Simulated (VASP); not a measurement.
# CaOs (R-3m) in VASP: notebook

Runs on CaOs. Level: PBE. Tasks: relaxation of cell and atoms, single point.

Everything below comes from runs of VASP 6.6.1. Logs are shortened: lines on timing, memory, paths and dates and some standing lists are left out, and cuts for length are marked.

**1. The cell of the first run**

The structure is trigonal, space group R-3m (No. 166). Conventional cell: a = 3.603 Å, b = 3.603 Å, c = 15.364 Å, α = 90.00°, β = 90.00°, γ = 120.00°. Within 4.3 Å of Ca (site symmetry -3m) lie 6 Os at 3.30 Å and 6 Ca at 3.60 Å. Os (site symmetry -3m) has 6 Ca at 3.30 Å and 6 Os at 3.60 Å within 4.3 Å.

The cell was generated, and may not be a known phase.

**2. Relaxation of cell and atoms, PBE**

Contents of INCAR:

```
  PREC = Accurate
  ENCUT = 600
  EDIFF = 1E-7
  ISMEAR = 0
  SIGMA = 0.1
  LREAL = False
  LASPH = True
  NELM = 100
  ALGO = Normal
  ISIF = 3
  LWAVE = False
  LCHARG = False
  GGA = PE
  IBRION = 2
  NSW = 90
  EDIFFG = -0.04
```

Contents of KPOINTS:

```
Automatic mesh
0
Gamma
  6 6 6
```

Contents of POSCAR:

```
CaOs
1.0
    1.8016027900      1.0401558500      5.1213194500
   -1.8016027900      1.0401558500      5.1213194500
    0.0000000000     -2.0803117100      5.1213194500
Ca Os
1 1
Direct
    0.0000000000      0.0000000000      0.0000000000
    0.5000000000      0.5000000000      0.5000000000
```

Potentials or basis: VASP PAW PBE potentials, release 64 (Ca_sv, Os).

Started as:

```sh
cat potpaw_PBE.64/Ca_sv/POTCAR potpaw_PBE.64/Os/POTCAR > POTCAR
mpirun -np 1 vasp_std > vasp.out
```

OUTCAR:

```text
PREC = Accurate
   ENCUT = 600
   EDIFF = 1E-7
   ISMEAR = 0
   LREAL = False
   LASPH = True
   NELM = 100
   ISIF = 3
   GGA = PE
   IBRION = 2
   NSW = 90
   EDIFFG = -0.04

 ion  position               nearest neighbor table
   1  0.000  0.000  0.000-
   2  0.500  0.500  0.500-

  LATTYP: Found a trigonal (rhomboedric) cell.
 ALAT       =     5.5277128828
 COS(alpha) =     0.7875498063

  Lattice vectors:

 A1 = (   1.8016027900,   1.0401558500,   5.1213194500)
 A2 = (  -1.8016027900,   1.0401558500,   5.1213194500)
 A3 = (   0.0000000000,  -2.0803117100,   5.1213194500)

Analysis of symmetry for initial positions (statically):
=====================================================================
 Subroutine PRICEL returns:
 Original cell was already a primitive cell.

 Routine SETGRP: Setting up the symmetry group for a
 trigonal (rhombohedral) supercell.

 Subroutine GETGRP returns: Found 12 space group operations
 (whereof 12 operations were pure point group operations)
 out of a pool of 12 trial point group operations.

The static configuration has the point symmetry D_3d.

Analysis of symmetry for dynamics (positions and initial velocities):
=====================================================================
 Subroutine PRICEL returns:
 Original cell was already a primitive cell.

 Routine SETGRP: Setting up the symmetry group for a
 trigonal (rhombohedral) supercell.

 Subroutine GETGRP returns: Found 12 space group operations
 (whereof 12 operations were pure point group operations)
 out of a pool of 12 trial point group operations.

The dynamic configuration has the point symmetry D_3d.

 Subroutine INISYM returns: Found 12 space group operations
 (whereof 12 operations are pure point group operations),
 and found     1 'primitive' translations

----------------------------------------------------------------------------------------

                                     Primitive cell

  volume of cell :      57.5825

  direct lattice vectors                    reciprocal lattice vectors
     1.801602790  1.040155850  5.121319450     0.277530654  0.160232398  0.065087393
    -1.801602790  1.040155850  5.121319450    -0.277530654  0.160232398  0.065087393
     0.000000000 -2.080311710  5.121319450     0.000000000 -0.320464796  0.065087393

  length of vectors
     5.527712883  5.527712883  5.527712883     0.327007728  0.327007728  0.327007728

  position of ions in fractional coordinates (direct lattice)
     0.000000000  0.000000000  0.000000000
     0.500000000  0.500000000  0.500000000

  ion indices of the primitive-cell ions
   primitive index   ion index
                 1           1
                 2           2

----------------------------------------------------------------------------------------

 KPOINTS: Automatic mesh

Automatic generation of k-mesh.
 Grid dimensions read from file:
 generate k-points for:    6    6    6

 Generating k-lattice:

  Cartesian coordinates                     Fractional coordinates (reciprocal lattice)
     0.046255109  0.026705400  0.010847899     0.166666667 -0.000000000  0.000000000
    -0.046255109  0.026705400  0.010847899    -0.000000000  0.166666667  0.000000000
     0.000000000 -0.053410799  0.010847899     0.000000000  0.000000000  0.166666667

  Length of vectors
     0.054501288  0.054501288  0.054501288

  Shift w.r.t. Gamma in fractional coordinates (k-lattice)
     0.000000000  0.000000000  0.000000000

 Subroutine IBZKPT returns following result:
 ===========================================

 Found     32 irreducible k-points:

 Following reciprocal coordinates:
            Coordinates               Weight
  0.000000  0.000000  0.000000      1.000000
  0.166667  0.000000  0.000000      6.000000
  0.333333  0.000000 -0.000000      6.000000
  0.500000  0.000000 -0.000000      3.000000
  0.166667  0.166667  0.000000      6.000000
  0.333333  0.166667 -0.000000     12.000000
[... 16 lines left out ...]
  0.500000  0.500000  0.166667      6.000000
 -0.333333  0.500000  0.166667     12.000000
 [... further k-points ...]
   k-points           NKPTS =     32   k-points in BZ     NKDIM =     32   number of bands    NBANDS=     13
   number of dos      NEDOS =    301   number of ions     NIONS =      2
   total plane-waves  NPLWV = 110592
   dimension x,y,z NGX =    48 NGY =   48 NGZ =   48
   dimension x,y,z NGXF=    96 NGYF=   96 NGZF=   96
   ions per type =               1   1
   NGX,Y,Z   is equivalent  to a cutoff of  14.44, 14.44, 14.44 a.u.
   NGXF,Y,Z  is equivalent  to a cutoff of  28.87, 28.87, 28.87 a.u.
 SYSTEM =  unknown system
   PREC   = accura    normal or accurate (medium, high low for compatibility)
   ISTART =      0    job   : 0-new  1-cont  2-samecut
   ICHARG =      2    charge: 1-file 2-atom 10-const
   ISPIN  =      1    spin polarized calculation?
   LNONCOLLINEAR =      F non collinear calculations
   LSORBIT =      F    spin-orbit coupling
   LASPH  =      T    aspherical Exc in radial PAW
   ENCUT  =  600.0 eV  44.10 Ry    6.64 a.u.  11.04 11.04 11.04*2*pi/ulx,y,z
   NELM   =    100;   NELMIN=  2; NELMDL= -5     # of ELM steps
   EDIFF  = 0.1E-06   stopping-criterion for ELM
   LREAL  =      F    real-space projection
   EDIFFG = -.4E-01   stopping-criterion for IOM
   NSW    =     90    number of steps for IOM
   IBRION =      2    ionic relax: 0-MD 1-quasi-New 2-CG
   NFREE  =      1    steps in history (QN), initial steepest desc. (CG)
   ISIF   =      3    stress and relaxation
   ISYM   =      2    0-nonsym 1-usesym 2-fastsym
   POTIM  = 0.5000    time-step for ionic-motion
   TEBEG  =    0.0;   TEEND  =   0.0 temperature during run
   PSTRESS=    0.0 pullay stress
   NELECT =      18.0000    total number of electrons
   NUPDOWN=      -1.0000    fix difference up-down
   EMIN   =  10.00;   EMAX   =-10.00  energy-range for DOS
   EFERMI =   0.00;   METHOD = LEGACY
   ISMEAR =     0;   SIGMA  =   0.10  broadening in eV -4-tet -1-fermi 0-gaus
   EFERMI_NEDOS =   21; number of points for ismear=-14 and -15
   IALGO  =     38    algorithm
   IMIX   =      4    mixing-type and parameters
     AMIX     =   0.40;   BMIX     =  1.00
     AMIX_MAG =   1.60;   BMIX_MAG =  1.00
  volume/ion in A,a.u.               =      28.79       194.29
  Fermi-wavevector in a.u.,A,eV,Ry     =   1.111055  2.099589 16.795613  1.234443
  Thomas-Fermi vector in A             =   2.247613
   LORBIT       =      0    0 simple, 1 ext, 2 COOP (PROOUT), +10 PAW based schemes
   GGA     = PE    functional components
   LHFCALC =     F    Hartree Fock is set to
   AEXX    =    0.0000 exact exchange contribution
   IVDW    =     0    specifies the selected vdW correction
   LEPSILON=     F    determine dielectric tensor
   LRPA    =     F    only Hartree local field effects (RPA)
 conjugate gradient relaxation of ions
 non-spin polarized calculation
 Gauss-broadening in eV      SIGMA  =   0.10
  energy-cutoff  :      600.00
  volume of cell :       57.58
 maximum number of plane-waves:      1946
 NGX is ok and might be reduce to    48
   NGX = 23   NGY = 23   NGZ = 23

--------------------------------------- Ionic step        1  -------------------------------------------

 number of electron      18.0000000 magnetization

 Free energy of the ion-electron system (eV)
  ---------------------------------------------------
  ext. energy  EPLUGINS =         0.00000000
  ---------------------------------------------------
  free energy    TOTEN  =       -10.09264873 eV

  energy without entropy =      -10.08008293  energy(sigma->0) =      -10.08636583

 E-fermi :   2.3803     XC(G=0):  -9.5056

 val. band max:        2.3630219442   @ k =   0.3333   0.3333   0.1667
 cond. band min:       2.3917236871   @ k =   0.1667   0.1667   0.1667
 fundamental gap:      0.0287017429
 Fermi energy:         2.3802995510

 k-point     1 :       0.0000    0.0000    0.0000
  band No.  band energies     occupation
      1     -38.3707      2.00000
      2     -19.3278      2.00000
      3     -19.3278      2.00000
      4     -19.2545      2.00000
      5      -2.5363      2.00000
      6       0.5493      2.00000
      7       1.7118      2.00000
      8       1.7118      2.00000
      9       2.3372      1.45828
     10       2.3372      1.45828
     11       4.2533      0.00000
     12       4.6060      0.00000
     13       6.2748      0.00000
[... 353 lines left out ...]
 k-point    24 :      -0.3333    0.5000    0.1667
  band No.  band energies     occupation
      1     -38.3431      2.00000
      2     -19.5433      2.00000
      3     -19.4188      2.00000
      4     -19.2198      2.00000
      5       0.4253      2.00000
      6       0.8433      2.00000
      7       1.1872      2.00000
      8       1.8017      2.00000
      9       1.9893      2.00000
     10       3.5616      0.00000
     11       3.8471      0.00000
     12       4.5734      0.00000
     13       5.7826      0.00000

 [... further k-points ...]

------------------------ aborting loop because EDIFF is reached ----------------------------------------

  FORCE on cell =-STRESS in cart. coord.  units (eV):
  Direction    XX          YY          ZZ          XY          YZ          ZX
  --------------------------------------------------------------------------------------
  -------------------------------------------------------------------------------------
  Total       -5.5552059     -5.5552059     -6.2303408      0.0000000      0.0000000      0.0000000
  in kB     -154.5682043   -154.5682036   -173.3531763      0.0000000      0.0000001      0.0000000
  external PRESSURE =    -160.8298614 kB  Pullay stress =       0.0000000 kB
[... 201 lines left out ...]
  energy  without entropy=      -11.5820030519  energy(sigma->0) =      -11.58713597

--------------------------------------- Ionic step        7  -------------------------------------------

 number of electron      18.0000000 magnetization

 Free energy of the ion-electron system (eV)
  ---------------------------------------------------
  ext. energy  EPLUGINS =         0.00000000
  ---------------------------------------------------
  free energy    TOTEN  =       -11.60097890 eV

  energy without entropy =      -11.59109230  energy(sigma->0) =      -11.59603560

 E-fermi :   5.7044     XC(G=0): -11.4947

 val. band max:        5.6772123385   @ k =   0.1667   0.1667   0.0000
 cond. band min:       5.7364714804   @ k =   0.3333   0.3333   0.1667
 fundamental gap:      0.0592591418
 Fermi energy:         5.7043603180

 k-point     1 :       0.0000    0.0000    0.0000
  band No.  band energies     occupation
      1     -34.7679      2.00000
      2     -15.6629      2.00000
      3     -15.3382      2.00000
      4     -15.3382      2.00000
      5      -1.1217      2.00000
      6       2.2924      2.00000
      7       4.3893      2.00000
      8       4.3893      2.00000
      9       5.7647      0.39361
     10       5.7647      0.39361
     11       7.4159      0.00000
     12       7.4781      0.00000
     13       9.8710      0.00000
[... 353 lines left out ...]
 k-point    24 :      -0.3333    0.5000    0.1667
  band No.  band energies     occupation
      1     -34.5446      2.00000
      2     -16.3936      2.00000
      3     -15.7792      2.00000
      4     -15.4524      2.00000
      5       2.2582      2.00000
      6       2.7290      2.00000
      7       3.3349      2.00000
      8       4.4657      2.00000
      9       4.9413      2.00000
     10       7.5622      0.00000
     11       8.0142      0.00000
     12       8.6800      0.00000
     13      10.0225      0.00000

 [... further k-points ...]

------------------------ aborting loop because EDIFF is reached ----------------------------------------

  FORCE on cell =-STRESS in cart. coord.  units (eV):
  Direction    XX          YY          ZZ          XY          YZ          ZX
  --------------------------------------------------------------------------------------
  -------------------------------------------------------------------------------------
  Total       -0.0763680     -0.0763680      0.0453508      0.0000000     -0.0000000      0.0000000
  in kB       -3.2526695     -3.2526695      1.9315836      0.0000000     -0.0000000      0.0000000
  external PRESSURE =      -1.5245852 kB  Pullay stress =       0.0000000 kB
[... 17 lines left out ...]
  FREE ENERGIE OF THE ION-ELECTRON SYSTEM (eV)
  ---------------------------------------------------
  free  energy   TOTEN  =       -11.6009789050 eV

  energy  without entropy=      -11.5910922967  energy(sigma->0) =      -11.59603560

 reached required accuracy - stopping structural energy minimisation
```

Run time: 3.5 min. Hardware: 1 thread of Intel Xeon 6975P-C (Granite Rapids), shared host; peak memory 0.39 GiB.

Results:

- Free energy: -11.6010 eV
- Relaxed volume: 18.81 Å³/atom
- Relaxed cell: a = 5.064 Å, b = 5.064 Å, c = 5.064 Å, α = 34.73°, β = 34.73°, γ = 34.73°
- Space group after relaxing (to 0.1 Å): R-3m (No. 166)
- Energy gained by relaxing: 754.2 meV/atom
- Ionic steps: 7
- Pressure after relaxing: -0.2 GPa
- Band gap on the k mesh: zero (bands 9 and 10 overlap by 1.11 eV)

The path:
```tsv
step	energy change (eV)	largest force (eV/Å)	pressure (GPa)	volume (Å³)
1	0.0000	0.0000	-16.08	57.58
2	-1.2991	0.0000	6.11	36.69
3	-1.3434	0.0000	-0.40	38.92
4	-1.4909	0.0000	2.07	37.10
5	-1.4973	0.0000	3.06	36.65
6	-1.4996	0.0000	-2.73	38.51
7	-1.5083	0.0000	-0.15	37.62
```

Final structure:
```
Ca Os
1.0
     1.51137    0.87259    4.75389
    -1.51137    0.87259    4.75389
     0.00000   -1.74518    4.75389
Ca Os
1 1
Direct
  0.00000 0.00000 0.00000
  0.50000 0.50000 0.50000
```

Caveat: the volume moved by over 15 % at a fixed basis, so the end points are rough; spin-orbit coupling is left out, which moves the levels of the heavy elements.

**3. Single point, PBE**

This run uses another cell than the first one, of 18.81 Å³/atom.

Contents of INCAR:

```
PREC = Accurate ; ENCUT = 520
EDIFF = 1E-7 ; ISMEAR = 0
SIGMA = 0.1 ; LREAL = False
LASPH = True ; NELM = 60
ALGO = Fast ; ISIF = 2
LWAVE = False ; LCHARG = True
GGA = PE ; LELF = True
LVHAR = True ; NBANDS = 16
```

Contents of KPOINTS:

```
Automatic mesh
0
Gamma
  21 21 21
```

Contents of POSCAR:

```
CaOs
1.0
    1.5105734994      0.8721300165      4.7602980293
   -1.5105734994      0.8721300165      4.7602980293
    0.0000000000     -1.7442600331      4.7602980293
Ca Os
1 1
Direct
    0.0000000000      0.0000000000      0.0000000000
    0.5000000000      0.5000000000      0.5000000000
```

Potentials or basis: VASP PAW PBE potentials, release 64 (Ca_sv, Os).

Started as:

```sh
cat potpaw_PBE.64/Ca_sv/POTCAR potpaw_PBE.64/Os/POTCAR > POTCAR
mpirun -np 1 vasp_std > vasp.out
```

It took 16 min on 1 thread of Intel Xeon 6975P-C (Granite Rapids), shared host; peak memory 0.75 GiB.

It converged, with:

* Free energy: -11.5402 eV
* Pressure: 0.1 GPa
* Band gap on the k mesh: zero (bands 9 and 10 overlap by 1.03 eV)

Stress tensor (GPa, compression positive):
```
 0.21  0.00  0.00
 0.00  0.21  0.00
 0.00  0.00 -0.21
```

Levels at points of the mesh, in eV from the Fermi level:
| k point | band 5 | band 6 | band 7 | band 8 | band 9 | band 10 | band 11 | band 12 | band 13 | band 14 |
| --- | --- | --- | --- | --- | --- | --- | --- | --- | --- | --- |
| (0.00, 0.00, 0.00) | -6.81 | -3.40 | -1.29 | -1.29 | 0.08 | 0.08 | 1.70 | 1.77 | 4.16 | 4.16 |

Caveat: spin-orbit coupling is left out, which moves the levels of the heavy elements.

The gap in the log of VASP goes by the Fermi energy; the results here count the filled bands.